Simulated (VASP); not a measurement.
# Al3NiIr (Pm-3m) in VASP: a series of runs

The runs below take Al3NiIr through single point, with PBE.

Program: VASP 6.6.1. These are calculated values, not measurements. Logs are shortened: lines on timing, memory, paths and dates and some standing lists are left out, and cuts for length are marked.

## Step 1: The cell of the first run

Symmetry: Pm-3m, No. 221, cubic system. Conventional cell: a = 3.901 Å, b = 3.901 Å, c = 3.901 Å, α = 90.00°, β = 90.00°, γ = 90.00°. Within 2.6 Å of Al (site symmetry 4/mmm) lie 2 Ni at 1.95 Å. Within 2.6 Å of Ni (site symmetry m-3m) lie 6 Al at 1.95 Å. Within 3.6 Å of Ir (site symmetry m-3m) lie 12 Al at 2.76 Å and 8 Ni at 3.38 Å.

The cell was generated, and may not be a known phase.

## Step 2: Single point, PBE, collinear spin, ferromagnetic start

INCAR reads:

```
ALGO = Normal
EDIFF = 1E-7
ENCUT = 520
GGA = PE
ISIF = 2
ISMEAR = 0
ISPIN = 2
LASPH = True
LCHARG = False
LMAXMIX = 4
LORBIT = 11
LREAL = False
LWAVE = False
MAGMOM = 0 0 0 2 0
NBANDS = 26
NELM = 150
PREC = Accurate
SIGMA = 0.1
```

KPOINTS reads:

```
k-points
0
Gamma
  4 4 4
```

POSCAR reads:

```
Al3NiIr
1.0
    3.9005858100      0.0000000000      0.0000000000
    0.0000000000      3.9005858100      0.0000000000
    0.0000000000      0.0000000000      3.9005858100
Al Ni Ir
3 1 1
Direct
    0.5000000000      0.5000000000      0.0000000000
    0.5000000000      0.0000000000      0.5000000000
    0.0000000000      0.5000000000      0.5000000000
    0.5000000000      0.5000000000      0.5000000000
    0.0000000000      0.0000000000      0.0000000000
```

Potentials or basis: VASP PAW PBE potentials, release 64 (Al, Ni, Ir).

On the command line:

```bash
> cat potpaw_PBE.64/Al/POTCAR potpaw_PBE.64/Ni/POTCAR potpaw_PBE.64/Ir/POTCAR > POTCAR
> mpirun -np 1 vasp_std > vasp.out
```

OUTCAR:

```text
EDIFF = 1E-7
   ENCUT = 520
   GGA = PE
   ISIF = 2
   ISMEAR = 0
   ISPIN = 2
   LASPH = True
   LORBIT = 11
   LREAL = False
   NELM = 150
   PREC = Accurate

 ion  position               nearest neighbor table
   1  0.500  0.500  0.000-   4 1.95   4 1.95   2 2.76   5 2.76   2 2.76   3 2.76   3 2.76   2 2.76
                             5 2.76   2 2.76   3 2.76   5 2.76   3 2.76   5 2.76
   2  0.500  0.000  0.500-   4 1.95   4 1.95   1 2.76   5 2.76   1 2.76   5 2.76   1 2.76   3 2.76
                             3 2.76   1 2.76   3 2.76   5 2.76   5 2.76   3 2.76
   3  0.000  0.500  0.500-   4 1.95   4 1.95   1 2.76   5 2.76   1 2.76   5 2.76   2 2.76   5 2.76
                             5 2.76   1 2.76   2 2.76   2 2.76   1 2.76   2 2.76
   4  0.500  0.500  0.500-   1 1.95   2 1.95   3 1.95   1 1.95   2 1.95   3 1.95
   5  0.000  0.000  0.000-   1 2.76   2 2.76   3 2.76   2 2.76   3 2.76   1 2.76   3 2.76   3 2.76
                             1 2.76   2 2.76   2 2.76   1 2.76

  LATTYP: Found a simple cubic cell.
 ALAT       =     3.9005858100

  Lattice vectors:

 A1 = (   3.9005858100,   0.0000000000,   0.0000000000)
 A2 = (   0.0000000000,   3.9005858100,   0.0000000000)
 A3 = (   0.0000000000,   0.0000000000,   3.9005858100)

Analysis of symmetry for initial positions (statically):
=====================================================================
 Subroutine PRICEL returns:
 Original cell was already a primitive cell.

 Routine SETGRP: Setting up the symmetry group for a
 simple cubic supercell.

 Subroutine GETGRP returns: Found 48 space group operations
 (whereof 48 operations were pure point group operations)
 out of a pool of 48 trial point group operations.

The static configuration has the point symmetry O_h .

Analysis of symmetry for dynamics (positions and initial velocities):
=====================================================================
 Subroutine PRICEL returns:
 Original cell was already a primitive cell.

 Routine SETGRP: Setting up the symmetry group for a
 simple cubic supercell.

 Subroutine GETGRP returns: Found 48 space group operations
 (whereof 48 operations were pure point group operations)
 out of a pool of 48 trial point group operations.

The dynamic configuration has the point symmetry O_h .

Analysis of structural, dynamic, and magnetic symmetry:
=====================================================================
 Subroutine PRICEL returns:
 Original cell was already a primitive cell.

 Routine SETGRP: Setting up the symmetry group for a
 simple cubic supercell.

 Subroutine GETGRP returns: Found 48 space group operations
 (whereof 48 operations were pure point group operations)
 out of a pool of 48 trial point group operations.

The overall configuration has the point symmetry O_h .

 Subroutine INISYM returns: Found 48 space group operations
 (whereof 48 operations are pure point group operations),
 and found     1 'primitive' translations

----------------------------------------------------------------------------------------

                                     Primitive cell

  volume of cell :      59.3457

  direct lattice vectors                    reciprocal lattice vectors
     3.900585810  0.000000000  0.000000000     0.256371747  0.000000000  0.000000000
     0.000000000  3.900585810  0.000000000     0.000000000  0.256371747  0.000000000
     0.000000000  0.000000000  3.900585810     0.000000000  0.000000000  0.256371747

  length of vectors
     3.900585810  3.900585810  3.900585810     0.256371747  0.256371747  0.256371747

  position of ions in fractional coordinates (direct lattice)
     0.500000000  0.500000000  0.000000000
     0.500000000  0.000000000  0.500000000
     0.000000000  0.500000000  0.500000000
     0.500000000  0.500000000  0.500000000
     0.000000000  0.000000000  0.000000000

  ion indices of the primitive-cell ions
   primitive index   ion index
                 1           1
                 2           2
                 3           3
                 4           4
                 5           5

----------------------------------------------------------------------------------------

 KPOINTS: k-points
[... 32 lines left out ...]
  0.500000  0.250000  0.250000     12.000000
  0.500000  0.500000  0.250000      6.000000
  0.500000  0.500000  0.500000      1.000000
   k-points           NKPTS =     10   k-points in BZ     NKDIM =     10   number of bands    NBANDS=     26
   number of dos      NEDOS =    301   number of ions     NIONS =      5
   total plane-waves  NPLWV =  27000
   dimension x,y,z NGX =    30 NGY =   30 NGZ =   30
   dimension x,y,z NGXF=    60 NGYF=   60 NGZF=   60
   ions per type =               3   1   1
   NGX,Y,Z   is equivalent  to a cutoff of  12.79, 12.79, 12.79 a.u.
   NGXF,Y,Z  is equivalent  to a cutoff of  25.57, 25.57, 25.57 a.u.
 SYSTEM =  unknown system
   PREC   = accura    normal or accurate (medium, high low for compatibility)
   ISTART =      0    job   : 0-new  1-cont  2-samecut
   ICHARG =      2    charge: 1-file 2-atom 10-const
   ISPIN  =      2    spin polarized calculation?
   LNONCOLLINEAR =      F non collinear calculations
   LSORBIT =      F    spin-orbit coupling
   LASPH  =      T    aspherical Exc in radial PAW
   ENCUT  =  520.0 eV  38.22 Ry    6.18 a.u.   7.25  7.25  7.25*2*pi/ulx,y,z
   NELM   =    150;   NELMIN=  2; NELMDL= -5     # of ELM steps
   EDIFF  = 0.1E-06   stopping-criterion for ELM
   LREAL  =      F    real-space projection
   EDIFFG = 0.1E-05   stopping-criterion for IOM
   NSW    =      0    number of steps for IOM
   IBRION =     -1    ionic relax: 0-MD 1-quasi-New 2-CG
   NFREE  =      0    steps in history (QN), initial steepest desc. (CG)
   ISIF   =      2    stress and relaxation
   ISYM   =      2    0-nonsym 1-usesym 2-fastsym
   POTIM  = 0.5000    time-step for ionic-motion
   TEBEG  =    0.0;   TEEND  =   0.0 temperature during run
   PSTRESS=    0.0 pullay stress
   NELECT =      28.0000    total number of electrons
   NUPDOWN=      -1.0000    fix difference up-down
   EMIN   =  10.00;   EMAX   =-10.00  energy-range for DOS
   EFERMI =   0.00;   METHOD = LEGACY
   ISMEAR =     0;   SIGMA  =   0.10  broadening in eV -4-tet -1-fermi 0-gaus
   EFERMI_NEDOS =   21; number of points for ismear=-14 and -15
   IALGO  =     38    algorithm
   IMIX   =      4    mixing-type and parameters
     AMIX     =   0.40;   BMIX     =  1.00
     AMIX_MAG =   1.60;   BMIX_MAG =  1.00
  volume/ion in A,a.u.               =      11.87        80.10
  Fermi-wavevector in a.u.,A,eV,Ry     =   1.274474  2.408407 22.099728  1.624284
  Thomas-Fermi vector in A             =   2.407240
   LORBIT       =     11    0 simple, 1 ext, 2 COOP (PROOUT), +10 PAW based schemes
   GGA     = PE    functional components
   LHFCALC =     F    Hartree Fock is set to
   AEXX    =    0.0000 exact exchange contribution
   IVDW    =     0    specifies the selected vdW correction
   LEPSILON=     F    determine dielectric tensor
   LRPA    =     F    only Hartree local field effects (RPA)
 spin polarized calculation
 Gauss-broadening in eV      SIGMA  =   0.10
  energy-cutoff  :      520.00
  volume of cell :       59.35
 maximum number of plane-waves:      1628
 NGX is ok and might be reduce to    30
   NGX = 15   NGY = 15   NGZ = 15

 number of electron      28.0000011 magnetization      -0.0000164

 number of electron      28.0000011 magnetization       0.0000085

 Free energy of the ion-electron system (eV)
  ---------------------------------------------------
  ext. energy  EPLUGINS =         0.00000000
  ---------------------------------------------------
  free energy    TOTEN  =       -21.39944913 eV

  energy without entropy =      -21.39531533  energy(sigma->0) =      -21.39738223

 E-fermi :  11.6280     XC(G=0): -12.3311

 val. band max:       11.0504818207   @ k =   0.2500   0.2500   0.0000
 cond. band min:      11.7182627329   @ k =   0.2500   0.2500   0.2500
 fundamental gap:      0.6677809122
 Fermi energy:        11.6280102785

 spin component 1

 k-point     1 :       0.0000    0.0000    0.0000
  band No.  band energies     occupation
      1      -1.0294      1.00000
      2       4.9288      1.00000
      3       4.9288      1.00000
      4       6.3972      1.00000
      5       6.3972      1.00000
      6       6.3972      1.00000
[... 279 lines left out ...]
     25      24.3466      0.00000
     26      24.3466      0.00000
 Fermi energy:        11.6280102785

 spin component 2

 k-point     1 :       0.0000    0.0000    0.0000
  band No.  band energies     occupation
      1      -1.0294      1.00000
      2       4.9288      1.00000
      3       4.9288      1.00000
      4       6.3971      1.00000
      5       6.3971      1.00000
      6       6.3971      1.00000
[... 279 lines left out ...]
     25      24.3466      0.00000
     26      24.3466      0.00000

------------------------ aborting loop because EDIFF is reached ----------------------------------------

  FORCE on cell =-STRESS in cart. coord.  units (eV):
  Direction    XX          YY          ZZ          XY          YZ          ZX
  --------------------------------------------------------------------------------------
  -------------------------------------------------------------------------------------
  Total       24.5289330     24.5289330     24.5289330     -0.0000000      0.0000000     -0.0000000
  in kB      662.2160906    662.2160906    662.2160906     -0.0000000      0.0000000     -0.0000000
  external PRESSURE =     662.2160906 kB  Pullay stress =       0.0000000 kB

 VOLUME and BASIS-vectors are now :
 -----------------------------------------------------------------------------
  energy-cutoff  :      520.00
  volume of cell :       59.35
      direct lattice vectors                 reciprocal lattice vectors
     3.900585810  0.000000000  0.000000000     0.256371747  0.000000000  0.000000000
     0.000000000  3.900585810  0.000000000     0.000000000  0.256371747  0.000000000
     0.000000000  0.000000000  3.900585810     0.000000000  0.000000000  0.256371747

 POSITION                                       TOTAL-FORCE (eV/Angst)
 -----------------------------------------------------------------------------------
      1.95029      1.95029      0.00000         0.000000      0.000000      0.000000
      1.95029      0.00000      1.95029         0.000000      0.000000      0.000000
      0.00000      1.95029      1.95029         0.000000      0.000000      0.000000
      1.95029      1.95029      1.95029         0.000000      0.000000      0.000000
      0.00000      0.00000      0.00000         0.000000      0.000000      0.000000
 -----------------------------------------------------------------------------------
    total drift:                                0.000000      0.000000      0.000000

  FREE ENERGIE OF THE ION-ELECTRON SYSTEM (eV)
  ---------------------------------------------------
  free  energy   TOTEN  =       -21.3994491322 eV

  energy  without entropy=      -21.3953153260  energy(sigma->0) =      -21.39738223

 total charge

# of ion       s       p       d       tot
------------------------------------------
    1        0.443   0.496   0.000   0.940
    2        0.443   0.496   0.000   0.940
    3        0.443   0.496   0.000   0.940
    4        0.893   0.966   8.980  10.839
    5        0.728   0.435   7.262   8.424
--------------------------------------------------
tot          2.951   2.889  16.242  22.082

 magnetization (x)

# of ion       s       p       d       tot
------------------------------------------
    1        0.000   0.000   0.000   0.000
    2        0.000   0.000   0.000   0.000
    3        0.000   0.000   0.000   0.000
    4       -0.000  -0.000  -0.000  -0.000
    5       -0.000   0.000   0.000   0.000
--------------------------------------------------
tot          0.000  -0.000  -0.000  -0.000
```

Run time: 71 s. Hardware: 1 thread of Intel Xeon 8259CL, shared host; peak memory 0.2 GiB.

What came out:

| Property | Result |
| --- | --- |
| Free energy | -21.3994 eV |
| Pressure | 66.2 GPa |
| Band gap on the k mesh | zero (filled and empty bands overlap) |
| Net moment | 0.00 μB per cell |
| Valence electrons inside the program's atomic spheres | Al 0.94; Ni 10.84; Ir 8.42 |

Levels at points of the mesh, in eV from the Fermi level:
Spin up:
```tsv
k point	band 10	band 11	band 12	band 13	band 14	band 15	band 16	band 17	band 18	band 19
(0.00, 0.00, 0.00)	-3.57	-3.57	-2.57	-2.57	-2.57	-0.95	4.28	4.28	5.20	5.20
(0.50, 0.00, 0.00)	-4.70	-2.83	-2.23	0.93	0.93	0.94	1.68	1.68	2.77	2.79
(0.50, 0.50, 0.00)	-2.75	-2.75	-2.06	-2.06	-1.72	-0.81	2.73	2.73	4.05	6.04
(0.50, 0.50, 0.50)	-2.81	-2.02	-2.02	-1.70	-1.70	-1.70	0.32	0.32	0.32	10.86
```
Spin down:
| k point | band 11 | band 12 | band 13 | band 14 | band 15 | band 16 | band 17 | band 18 |
| --- | --- | --- | --- | --- | --- | --- | --- | --- |
| (0.00, 0.00, 0.00) | -3.57 | -2.57 | -2.57 | -2.57 | -0.95 | 4.28 | 4.28 | 5.20 |
| (0.50, 0.00, 0.00) | -2.83 | -2.23 | 0.93 | 0.93 | 0.94 | 1.68 | 1.68 | 2.77 |
| (0.50, 0.50, 0.00) | -2.75 | -2.06 | -2.06 | -1.72 | -0.81 | 2.73 | 2.73 | 4.05 |
| (0.50, 0.50, 0.50) | -2.02 | -2.02 | -1.70 | -1.70 | -1.70 | 0.32 | 0.32 | 0.32 |

Caveat: the k points lie up to 0.40 Å⁻¹ apart, too coarse for converged energies and pressures of a metal; the moments typed at the start vanished in this run; spin-orbit coupling is left out, which moves the levels of the heavy elements.

(Part 1 of 2 ends here.)

The gap in the log of VASP goes by the Fermi energy; the results here count the filled bands.